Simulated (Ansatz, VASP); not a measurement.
## Si2W in VASP and in Ansatz

Contents of INCAR:

```
SYSTEM = Si2W
PREC = Accurate
ENCUT = 520
EDIFF = 1E-6
ISMEAR = 0
SIGMA = 0.025
LREAL = .FALSE.
LASPH = .TRUE.
NELM = 60
ALGO = Normal
ISIF = 2
LWAVE = .FALSE.
LCHARG = .FALSE.
GGA = PE
NBANDS = 18
```

The input KPOINTS:

```
Automatic mesh
0
G
  12 12 12
  0 0 0
```

POSCAR

```
Si2W
1.0
   -1.6069000000      1.6069000000      3.9149500000
    1.6069000000     -1.6069000000      3.9149500000
    1.6069000000      1.6069000000     -3.9149500000
W Si
1 2
Direct
    0.0000000000      0.0000000000      0.0000000000
    0.6653000000      0.6653000000      0.0000000000
    0.3347000000      0.3347000000      0.0000000000
```

input.yaml

```yaml
crystal:
  lattice:
    - [-1.6069, 1.6069, 3.91495]
    - [1.6069, -1.6069, 3.91495]
    - [1.6069, 1.6069, -3.91495]
  atoms:
    - { symbol: W, position: [0.0, 0.0, 0.0] }
    - { symbol: Si, position: [0.6653, 0.6653, 0.0] }
    - { symbol: Si, position: [0.3347, 0.3347, 0.0] }
hamiltonian:
  xc: pbe
  pseudopotentials: { kind: paw }
kpoints:
  mp_grid: { grid: [12, 12, 12] }
scf:
  occupations: { method: gaussian, width: 0.025 }
output:
  forces: true
  stress: true
  eigenvalues: true
  write_density: true
  write_potential: true
  elf: true
  volumetric_format: npy
```

Alike in both runs: task single point; functional PBE; k mesh 12 × 12 × 12; occupations gaussian, width 0.025 eV; no spin polarisation.

|  | VASP | Ansatz |
| --- | --- | --- |
| version | VASP 6.6.1 | Ansatz 0.2.0 |
| potentials or method | VASP PAW PBE potentials, release 64 (W_sv, Si) | Ansatz PAW |
| plane-wave cutoff (eV) | 520 | 420 |
| valence electrons in the cell | 22 | 22 |

|  | VASP | Ansatz | Ansatz less VASP |
| --- | --- | --- | --- |
| gap on the k mesh at the Fermi level (eV) | none | none | - |
| pressure (GPa) | 3.3 | 3.3 | -0.07 |
| traceless stress, the component that is largest in VASP (GPa) | 0.37 | 0.43 | +0.063 |
| rms of the force components (eV/Å) | 0.040 | 0.038 | -0.0013 |

Atom by atom the forces differ by 0.001 eV/Å (rms over components). A gap of «none» marks a metal or a gap that the smearing closes. With one functional, cell and mesh, what is left measures potentials, basis and numerics.

Spin-orbit coupling is off throughout.
